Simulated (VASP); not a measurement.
# Yb (Im-3m) in VASP: notebook

Yb is run at these levels: PBEsol; tasks: electric field gradients.

Everything below comes from runs of VASP 6.6.1. Logs are shortened: lines on timing, memory, paths and dates and some standing lists are left out, and cuts for length are marked.

**1. The cell of the first run**

Symmetry: Im-3m, No. 229, cubic system. The conventional cell has a = 4.216 Å, b = 4.216 Å, c = 4.216 Å, α = 90.00°, β = 90.00°, γ = 90.00°. Within 4.8 Å of Yb (site symmetry m-3m) lie 14 Yb at 3.65 to 4.22 Å.

**2. Electric field gradients, PBEsol (volume scaled by 0.9405)**

The input, INCAR:

```
SYSTEM = Yb
PREC = Accurate
ENCUT = 520
EDIFF = 1E-8
ISMEAR = -1
SIGMA = 0.05
LREAL = .FALSE.
LASPH = .TRUE.
NELM = 80
ALGO = Normal
ISIF = 2
LWAVE = .FALSE.
LCHARG = .FALSE.
GGA = PS
LEFG = .TRUE.
NBANDS = 18
```

The input, KPOINTS:

```
Automatic mesh
0
G
  12 12 12
  0 0 0
```

The input, POSCAR:

```
Yb
1.0
   -2.1079364751      2.1079364751      2.1079364751
    2.1079364751     -2.1079364751      2.1079364751
    2.1079364751      2.1079364751     -2.1079364751
Yb
1
Direct
    0.0000000000      0.0000000000      0.0000000000
```

Potentials or basis: VASP PAW PBE potentials, release 64 (Yb).

Run with:

```console
$ cat potpaw_PBE.64/Yb/POTCAR > POTCAR
$ mpirun -np 1 vasp_std > vasp.out
```

OUTCAR:

```text
SYSTEM = Yb
   PREC = Accurate
   ENCUT = 520
   EDIFF = 1E-8
   ISMEAR = -1
   LREAL = .FALSE.
   LASPH = .TRUE.
   NELM = 80
   ISIF = 2
   GGA = PS

 ion  position               nearest neighbor table
   1  0.000  0.000  0.000-

  LATTYP: Found a body centered cubic cell.
 ALAT       =     4.2158729502

  Lattice vectors:

 A1 = (  -2.1079364751,   2.1079364751,   2.1079364751)
 A2 = (   2.1079364751,  -2.1079364751,   2.1079364751)
 A3 = (   2.1079364751,   2.1079364751,  -2.1079364751)

Analysis of symmetry for initial positions (statically):
=====================================================================
 Subroutine PRICEL returns:
 Original cell was already a primitive cell.

 Routine SETGRP: Setting up the symmetry group for a
 body centered cubic supercell.

 Subroutine GETGRP returns: Found 48 space group operations
 (whereof 48 operations were pure point group operations)
 out of a pool of 48 trial point group operations.

The static configuration has the point symmetry O_h .

Analysis of symmetry for dynamics (positions and initial velocities):
=====================================================================
 Subroutine PRICEL returns:
 Original cell was already a primitive cell.

 Routine SETGRP: Setting up the symmetry group for a
 body centered cubic supercell.

 Subroutine GETGRP returns: Found 48 space group operations
 (whereof 48 operations were pure point group operations)
 out of a pool of 48 trial point group operations.

The dynamic configuration has the point symmetry O_h .

 Subroutine INISYM returns: Found 48 space group operations
 (whereof 48 operations are pure point group operations),
 and found     1 'primitive' translations

----------------------------------------------------------------------------------------

                                     Primitive cell

  volume of cell :      37.4656

  direct lattice vectors                    reciprocal lattice vectors
    -2.107936475  2.107936475  2.107936475     0.000000000  0.237198799  0.237198799
     2.107936475 -2.107936475  2.107936475     0.237198799  0.000000000  0.237198799
     2.107936475  2.107936475 -2.107936475     0.237198799  0.237198799  0.000000000

  length of vectors
     3.651053074  3.651053074  3.651053074     0.335449758  0.335449758  0.335449758

  position of ions in fractional coordinates (direct lattice)
     0.000000000  0.000000000  0.000000000

  ion indices of the primitive-cell ions
   primitive index   ion index
                 1           1

----------------------------------------------------------------------------------------

 KPOINTS: Automatic mesh

Automatic generation of k-mesh.
 Grid dimensions read from file:
 generate k-points for:   12   12   12

 Generating k-lattice:

  Cartesian coordinates                     Fractional coordinates (reciprocal lattice)
     0.000000000  0.019766567  0.019766567     0.083333333  0.000000000  0.000000000
     0.019766567  0.000000000  0.019766567     0.000000000  0.083333333  0.000000000
     0.019766567  0.019766567  0.000000000     0.000000000  0.000000000  0.083333333

  Length of vectors
     0.027954147  0.027954147  0.027954147

  Shift w.r.t. Gamma in fractional coordinates (k-lattice)
     0.000000000  0.000000000  0.000000000

 Subroutine IBZKPT returns following result:
 ===========================================

 Found     72 irreducible k-points:

 Following reciprocal coordinates:
            Coordinates               Weight
  0.000000  0.000000  0.000000      1.000000
  0.083333  0.000000  0.000000     12.000000
  0.166667  0.000000  0.000000     12.000000
  0.250000  0.000000  0.000000     12.000000
  0.333333  0.000000  0.000000     12.000000
  0.416667  0.000000  0.000000     12.000000
[... 16 lines left out ...]
  0.333333  0.083333  0.083333     24.000000
  0.416667  0.083333  0.083333     12.000000
 [... further k-points ...]
   k-points           NKPTS =     72   k-points in BZ     NKDIM =     72   number of bands    NBANDS=     18
   number of dos      NEDOS =    301   number of ions     NIONS =      1
   total plane-waves  NPLWV =  21952
   dimension x,y,z NGX =    28 NGY =   28 NGZ =   28
   dimension x,y,z NGXF=    56 NGYF=   56 NGZF=   56
   ions per type =               1
   NGX,Y,Z   is equivalent  to a cutoff of  12.75, 12.75, 12.75 a.u.
   NGXF,Y,Z  is equivalent  to a cutoff of  25.50, 25.50, 25.50 a.u.
 SYSTEM =  Yb
   PREC   = accura    normal or accurate (medium, high low for compatibility)
   ISTART =      0    job   : 0-new  1-cont  2-samecut
   ICHARG =      2    charge: 1-file 2-atom 10-const
   ISPIN  =      1    spin polarized calculation?
   LNONCOLLINEAR =      F non collinear calculations
   LSORBIT =      F    spin-orbit coupling
   LASPH  =      T    aspherical Exc in radial PAW
   ENCUT  =  520.0 eV  38.22 Ry    6.18 a.u.   6.79  6.79  6.79*2*pi/ulx,y,z
   NELM   =     80;   NELMIN=  2; NELMDL= -5     # of ELM steps
   EDIFF  = 0.1E-07   stopping-criterion for ELM
   LREAL  =      F    real-space projection
   EDIFFG = 0.1E-06   stopping-criterion for IOM
   NSW    =      0    number of steps for IOM
   IBRION =     -1    ionic relax: 0-MD 1-quasi-New 2-CG
   NFREE  =      0    steps in history (QN), initial steepest desc. (CG)
   ISIF   =      2    stress and relaxation
   ISYM   =      2    0-nonsym 1-usesym 2-fastsym
   POTIM  = 0.5000    time-step for ionic-motion
   TEBEG  =    0.0;   TEEND  =   0.0 temperature during run
   PSTRESS=    0.0 pullay stress
   NELECT =      24.0000    total number of electrons
   NUPDOWN=      -1.0000    fix difference up-down
   EMIN   =  10.00;   EMAX   =-10.00  energy-range for DOS
   EFERMI =   0.00;   METHOD = LEGACY
   ISMEAR =    -1;   SIGMA  =   0.05  broadening in eV -4-tet -1-fermi 0-gaus
   EFERMI_NEDOS =   21; number of points for ismear=-14 and -15
   IALGO  =     38    algorithm
   IMIX   =      4    mixing-type and parameters
     AMIX     =   0.40;   BMIX     =  1.00
     AMIX_MAG =   1.60;   BMIX_MAG =  1.00
  volume/ion in A,a.u.               =      37.47       252.83
  Fermi-wavevector in a.u.,A,eV,Ry     =   1.411241  2.666858 27.097363  1.991600
  Thomas-Fermi vector in A             =   2.533112
   LORBIT       =      0    0 simple, 1 ext, 2 COOP (PROOUT), +10 PAW based schemes
   GGA     = PS    functional components
   LHFCALC =     F    Hartree Fock is set to
   AEXX    =    0.0000 exact exchange contribution
   IVDW    =     0    specifies the selected vdW correction
   LEPSILON=     F    determine dielectric tensor
   LRPA    =     F    only Hartree local field effects (RPA)
 non-spin polarized calculation
  energy-cutoff  :      520.00
  volume of cell :       37.47
 maximum number of plane-waves:      1048
   NGX = 13   NGY = 13   NGZ = 13

 number of electron      24.0000008 magnetization

 Free energy of the ion-electron system (eV)
  ---------------------------------------------------
  ext. energy  EPLUGINS =         0.00000000
  ---------------------------------------------------
  free energy    TOTEN  =        -3.88099094 eV

  energy without entropy =       -3.86735719  energy(sigma->0) =       -3.87417406

 E-fermi :   1.3107     XC(G=0):  -9.3797

 val. band max:        1.3101950360   @ k =  -0.4167  -0.4167   0.2500
 cond. band min:       1.3269125334   @ k =  -0.4167  -0.4167   0.1667
 fundamental gap:      0.0167174974
 Fermi energy:         1.3107482175

 k-point     1 :       0.0000    0.0000    0.0000
  band No.  band energies     occupation
      1     -50.4485      2.00000
      2     -22.6457      2.00000
      3     -22.6457      2.00000
      4     -22.6457      2.00000
      5      -3.7496      2.00000
      6       0.8906      1.99955
[... 10 lines left out ...]
     17       5.9966      0.00000
     18      11.8858      0.00000

 k-point     2 :       0.0833    0.0000    0.0000
  band No.  band energies     occupation
      1     -50.4475      2.00000
      2     -22.6665      2.00000
      3     -22.6525      2.00000
      4     -22.6457      2.00000
      5      -3.5860      2.00000
      6       0.8913      1.99955
[... 10 lines left out ...]
     17       5.9953      0.00000
     18      12.0532      0.00000

 k-point     3 :       0.1667    0.0000    0.0000
  band No.  band energies     occupation
      1     -50.4448      2.00000
      2     -22.7227      2.00000
      3     -22.6710      2.00000
      4     -22.6457      2.00000
      5      -3.1125      2.00000
      6       0.8939      1.99952
[... 10 lines left out ...]
     17       6.0171      0.00000
     18      12.2701      0.00000

 k-point     4 :       0.2500    0.0000    0.0000
  band No.  band energies     occupation
      1     -50.4410      2.00000
      2     -22.7980      2.00000
      3     -22.6961      2.00000
      4     -22.6457      2.00000
      5      -2.3842      2.00000
      6       0.8990      1.99947
[... 10 lines left out ...]
     17       6.1118      0.00000
     18      11.6844      0.00000

 k-point     5 :       0.3333    0.0000    0.0000
  band No.  band energies     occupation
      1     -50.4373      2.00000
      2     -22.8719      2.00000
      3     -22.7210      2.00000
      4     -22.6458      2.00000
      5      -1.5099      2.00000
      6       0.8991      1.99947
[... 10 lines left out ...]
     17       6.6166      0.00000
     18      10.1593      0.00000

 k-point     6 :       0.4167    0.0000    0.0000
  band No.  band energies     occupation
      1     -50.4346      2.00000
      2     -22.9250      2.00000
      3     -22.7392      2.00000
      4     -22.6458      2.00000
      5      -0.6985      2.00000
      6       0.8964      1.99950
[... 307 lines left out ...]
 k-point    21 :       0.1667    0.0833    0.0833
  band No.  band energies     occupation
      1     -50.4399      2.00000
      2     -22.8208      2.00000
      3     -22.6880      2.00000
      4     -22.6622      2.00000
      5      -2.0970      2.00000
      6       0.9054      1.99940
[... 10 lines left out ...]
     17       6.1559      0.00000
     18      11.3426      0.00000

 k-point    22 :       0.2500    0.0833    0.0833
  band No.  band energies     occupation
      1     -50.4366      2.00000
      2     -22.8745      2.00000
      3     -22.7211      2.00000
      4     -22.6637      2.00000
      5      -1.2245      2.00000
      6       0.9069      1.99938
[... 10 lines left out ...]
     17       6.9428      0.00000
     18       9.6397      0.00000

 k-point    23 :       0.3333    0.0833    0.0833
  band No.  band energies     occupation
      1     -50.4342      2.00000
      2     -22.9109      2.00000
      3     -22.7475      2.00000
      4     -22.6648      2.00000
      5      -0.3887      2.00000
      6       0.9044      1.99941
[... 10 lines left out ...]
     17       7.7118      0.00000
     18       8.7244      0.00000

 k-point    24 :       0.4167    0.0833    0.0833
  band No.  band energies     occupation
      1     -50.4334      2.00000
      2     -22.9237      2.00000
      3     -22.7576      2.00000
      4     -22.6652      2.00000
      5       0.0060      2.00000
      6       0.9030      1.99943
[... 10 lines left out ...]
     17       7.8972      0.00000
     18       8.7140      0.00000

 [... further k-points ...]

------------------------ aborting loop because EDIFF is reached ----------------------------------------

  FORCE on cell =-STRESS in cart. coord.  units (eV):
  Direction    XX          YY          ZZ          XY          YZ          ZX
  --------------------------------------------------------------------------------------
  -------------------------------------------------------------------------------------
  Total       -0.6912428     -0.6912428     -0.6912428     -0.0000000      0.0000000     -0.0000000
  in kB      -29.5602885    -29.5602885    -29.5602885     -0.0000000      0.0000000     -0.0000000
  external PRESSURE =     -29.5602885 kB  Pullay stress =       0.0000000 kB

 VOLUME and BASIS-vectors are now :
 -----------------------------------------------------------------------------
  energy-cutoff  :      520.00
  volume of cell :       37.47
      direct lattice vectors                 reciprocal lattice vectors
    -2.107936475  2.107936475  2.107936475     0.000000000  0.237198799  0.237198799
     2.107936475 -2.107936475  2.107936475     0.237198799  0.000000000  0.237198799
     2.107936475  2.107936475 -2.107936475     0.237198799  0.237198799  0.000000000

 POSITION                                       TOTAL-FORCE (eV/Angst)
 -----------------------------------------------------------------------------------
      0.00000      0.00000      0.00000        -0.000000     -0.000000      0.000000
 -----------------------------------------------------------------------------------
    total drift:                                0.000000      0.000000      0.000000

  FREE ENERGIE OF THE ION-ELECTRON SYSTEM (eV)
  ---------------------------------------------------
  free  energy   TOTEN  =        -3.8809909399 eV

  energy  without entropy=       -3.8673571879  energy(sigma->0) =       -3.87417406

 Electric field gradients (V/A^2)
---------------------------------------------------------------------
 ion       V_xx      V_yy      V_zz      V_xy      V_xz      V_yz
---------------------------------------------------------------------
   1       0.000     0.000    -0.000    -0.002    -0.002    -0.002
---------------------------------------------------------------------

 Electric field gradients after diagonalization (V/A^2)
 (convention: |V_zz| > |V_xx| > |V_yy|)
----------------------------------------------------------------------
 ion       V_xx      V_yy      V_zz     asymmetry (V_yy - V_xx)/ V_zz
----------------------------------------------------------------------
   1       0.002     0.002    -0.004       0.000
----------------------------------------------------------------------

           NMR quadrupolar parameters

 Cq : quadrupolar parameter    Cq=e*Q*V_zz/h
 eta: asymmetry parameters     (V_yy - V_xx)/ V_zz
 Q  : nuclear electric quadrupole moment in mb (millibarn)
----------------------------------------------------------------------
 ion       Cq(MHz)       eta       Q (mb)
----------------------------------------------------------------------
   1      -0.000       0.000       1.000
----------------------------------------------------------------------
```

Wall time 4.4 min (1 thread of AMD EPYC 7R13, shared host); peak memory 0.18 GiB.

What came out:

| Property | Result |
| --- | --- |
| Free energy | -3.8810 eV |
| Pressure | -3.0 GPa |
| Band gap on the k mesh | zero (band 12 reaches 1.68 eV, above the bottom of band 13 at 1.02 eV) |

Caveat: without QUAD_EFG the Cq values of the log hold for a quadrupole moment of 1 mb, not for the nuclei; the PAW data sets were made with another functional, which shifts forces and pressure a little; spin-orbit coupling is left out, which moves the levels of the heavy elements. Spin polarisation is off, so any magnetic state and its effect on volume and gap are missing.

**3. Electric field gradients, PBEsol (volume scaled by 0.98)**

The input, INCAR:

```
PREC = Accurate
ENCUT = 520
EDIFF = 1E-8
ISMEAR = -1
SIGMA = 0.05
LREAL = False
LASPH = True
NELM = 80
ALGO = Normal
ISIF = 2
LWAVE = False
LCHARG = False
GGA = PS
LEFG = True
NBANDS = 18
```

The input, KPOINTS:

```
Automatic mesh
0
Gamma
  12 12 12
```

The input, POSCAR:

```
Yb
1.0
   -2.1370430817      2.1370430817      2.1370430817
    2.1370430817     -2.1370430817      2.1370430817
    2.1370430817      2.1370430817     -2.1370430817
Yb
1
Direct
    0.0000000000      0.0000000000      0.0000000000
```

Potentials or basis: VASP PAW PBE potentials, release 64 (Yb).

Run with:

```console
$ cat potpaw_PBE.64/Yb/POTCAR > POTCAR
$ mpirun -np 1 vasp_std > vasp.out
```

OUTCAR:

```text
PREC = Accurate
   ENCUT = 520
   EDIFF = 1E-8
   ISMEAR = -1
   LREAL = False
   LASPH = True
   NELM = 80
   ISIF = 2
   GGA = PS

 ion  position               nearest neighbor table
   1  0.000  0.000  0.000-

  LATTYP: Found a body centered cubic cell.
 ALAT       =     4.2740861634

  Lattice vectors:

 A1 = (  -2.1370430817,   2.1370430817,   2.1370430817)
[... 710 lines left out ...]
    total drift:                                0.000000      0.000000      0.000000

  FREE ENERGIE OF THE ION-ELECTRON SYSTEM (eV)
  ---------------------------------------------------
  free  energy   TOTEN  =        -3.8491483339 eV

  energy  without entropy=       -3.8352822868  energy(sigma->0) =       -3.84221531

 Electric field gradients (V/A^2)
---------------------------------------------------------------------
 ion       V_xx      V_yy      V_zz      V_xy      V_xz      V_yz
---------------------------------------------------------------------
   1      -0.000    -0.000     0.000    -0.004    -0.004    -0.004
---------------------------------------------------------------------

 Electric field gradients after diagonalization (V/A^2)
 (convention: |V_zz| > |V_xx| > |V_yy|)
----------------------------------------------------------------------
 ion       V_xx      V_yy      V_zz     asymmetry (V_yy - V_xx)/ V_zz
----------------------------------------------------------------------
   1       0.004     0.004    -0.007       0.000
----------------------------------------------------------------------

           NMR quadrupolar parameters

 Cq : quadrupolar parameter    Cq=e*Q*V_zz/h
 eta: asymmetry parameters     (V_yy - V_xx)/ V_zz
 Q  : nuclear electric quadrupole moment in mb (millibarn)
----------------------------------------------------------------------
 ion       Cq(MHz)       eta       Q (mb)
----------------------------------------------------------------------
   1      -0.000       0.000       1.000
----------------------------------------------------------------------
```

Run time: 2.7 min. Hardware: 1 thread of AMD EPYC 7R13, shared host; peak memory 0.18 GiB.

Results:

```yaml
Free_energy: -3.8491 eV
Pressure: -3.6 GPa
Band_gap_on_the_k_mesh: zero (band 12 reaches 1.55 eV, above the bottom of band 13 at 0.90 eV)
```

Caveat: without QUAD_EFG the Cq values of the log hold for a quadrupole moment of 1 mb, not for the nuclei; the PAW data sets were made with another functional, which shifts forces and pressure a little; spin-orbit coupling is left out, which moves the levels of the heavy elements. Spin polarisation is off, so any magnetic state and its effect on volume and gap are missing.

(Part 1 of 3 ends here.)
